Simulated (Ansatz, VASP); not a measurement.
One calculation of Si, two programs

Contents of INCAR:

```
SYSTEM = Si
ALGO = Normal
EDIFF = 1E-6
ENCUT = 520
GGA = PE
ISIF = 2
ISMEAR = 0
LASPH = .TRUE.
LCHARG = .FALSE.
LREAL = .FALSE.
LWAVE = .FALSE.
NBANDS = 11
NELM = 60
PREC = Accurate
SIGMA = 0.018000000000000002
```

File KPOINTS:

```
k-points
0
G
  8 8 8
  0 0 0
```

POSCAR

```
Si
1.0
    0.0000000000      2.7218511865      2.7218511865
    2.7218511865      0.0000000000      2.7218511865
    2.7218511865      2.7218511865      0.0000000000
Si
2
Direct
    0.5000000000      0.5000000000      0.5000000000
    0.7500000000      0.7500000000      0.7500000000
```

The input input.yaml:

```yaml
crystal:
  lattice:
    - [0.0, 2.7218511865, 2.7218511865]
    - [2.7218511865, 0.0, 2.7218511865]
    - [2.7218511865, 2.7218511865, 0.0]
  atoms:
    - { symbol: Si, position: [0.5, 0.5, 0.5] }
    - { symbol: Si, position: [0.75, 0.75, 0.75] }
kpoints:
  mp_grid: { grid: [8, 8, 8] }
scf:
  occupations: { method: gaussian, width: 0.018 }
hamiltonian:
  xc: pbe
  pseudopotentials: { kind: all_electron, lapw: { basis_error: 0.001 } }
output:
  forces: true
  stress: true
  eigenvalues: true
```

Alike in both runs: task single point; functional PBE; k mesh 8 × 8 × 8; occupations gaussian, width 0.018 eV; no spin polarisation.

|  | VASP | Ansatz |
| --- | --- | --- |
| version | VASP 6.6.1 | Ansatz 0.2.0 |
| potentials or method | VASP PAW PBE potentials, release 64 (Si), cutoff 520 eV | all-electron LAPW, scalar-relativistic |

|  | VASP | Ansatz | Ansatz less VASP |
| --- | --- | --- | --- |
| gap on the k mesh at the Fermi level (eV) | 0.63 | 0.63 | -0.001 |
| least direct gap on the mesh (eV) | 2.56 | 2.56 | -0.004 |
| pressure (GPa) | 1.3 | 1.3 | +0.05 |

Ansatz ran all-electron here, and VASP with PAW potentials.
